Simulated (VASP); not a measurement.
**AsPb4: single point with PBE**

The system is AsPb4.

```
As Pb
1.0
    -3.50743    3.50743    3.50743
     3.50743   -3.50743    3.50743
     3.50743    3.50743   -3.50743
As Pb
1 4
Cartesian
  0.0000 0.0000 0.0000
  1.7537 1.7537 1.7537
  -1.7537 1.7537 1.7537
  1.7537 1.7537 -1.7537
  1.7537 -1.7537 1.7537
```

The cell was built from a structure type or drawn by symmetry, and may not be a known phase.

- Program: VASP 6.6.1
- Task: single point
- Functional: PBE
- Potentials or basis: VASP PAW PBE potentials, release 64 (As, Pb_d)
- Cutoff: 520 eV
- k mesh: 8 × 8 × 8
- Occupations: gaussian, width 0.1 eV
- Spin: no spin polarisation
- Dipole correction: no
- Further INCAR settings: ALGO = Fast; EDIFF = 1e-07; NBANDS = 38

```json
{
  "Pressure": "0.0 GPa",
  "Band gap on the k mesh": "zero (an odd number of electrons rules out a gap without spin polarisation)"
}
```

Levels at points of the mesh, in eV from the Fermi level:
```tsv
k point	band 26	band 27	band 28	band 29	band 30	band 31	band 32	band 33	band 34	band 35
(0.00, 0.00, 0.00)	-4.13	-4.13	-4.13	-1.53	-1.53	-1.53	2.44	2.44	2.44	3.05
(0.50, 0.00, 0.00)	-3.96	-1.43	-1.43	-0.87	0.00	0.09	0.15	1.18	1.27	1.83
(0.50, 0.50, 0.50)	-3.23	-3.23	-0.38	-0.38	-0.38	0.03	0.03	0.03	0.26	4.61
```

It took 3.5 min on 1 thread of Intel(R) Xeon(R) 6975P-C (Granite Rapids), on a shared host, peak memory 0.4 GiB.

Caveat: spin-orbit coupling is left out, which moves the levels of the heavy elements.
